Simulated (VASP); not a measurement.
Runs of VASP 6.6.1 on Ti. The structure is that of space group P6_3/mmc (No. 194), or close to it. The cells are those of the table. 

| cell | further INCAR settings | gap on the mesh (eV) | pressure (GPa) |
| --- | --- | --- | --- |
| a = 2.950, b = 2.950, c = 4.733 Å, angles 90.0, 90.0, 120.0°, 2 atoms | ALGO = Fast; EDIFF = 1e-06; NBANDS = 19 | none | -3.1 |
| a = 2.950, b = 2.950, c = 4.592 Å, angles 90.0, 90.0, 120.0°, 2 atoms | ALGO = Fast; EDIFF = 1e-07; NBANDS = 19 | none | (a) |
| a = 2.950, b = 2.950, c = 4.850 Å, angles 90.0, 90.0, 120.0°, 2 atoms | ALGO = Fast; EDIFF = 1e-06; NBANDS = 19 | none | -5.4 |
| a = 2.950, b = 2.950, c = 4.639 Å, angles 90.0, 90.0, 120.0°, 2 atoms | ALGO = Fast; EDIFF = 1e-06; NBANDS = 19 | none | (b) |
| a = 2.950, b = 2.950, c = 4.780 Å, angles 90.0, 90.0, 120.0°, 2 atoms | ALGO = Fast; EDIFF = 1e-06; NBANDS = 19 | none | -4.1 |

Alike in all rows: task single point; level PBE; potentials or basis VASP PAW PBE potentials, release 64 (Ti_sv); no spin polarisation; k mesh 18 × 18 × 10; cutoff (eV) 520; smearing gaussian 0.15 eV.

Problem. Estimate the missing entries.

Solution. (a) 0.2; (b) -1.2.

A gap of «none» marks levels without a gap at the run's occupations.
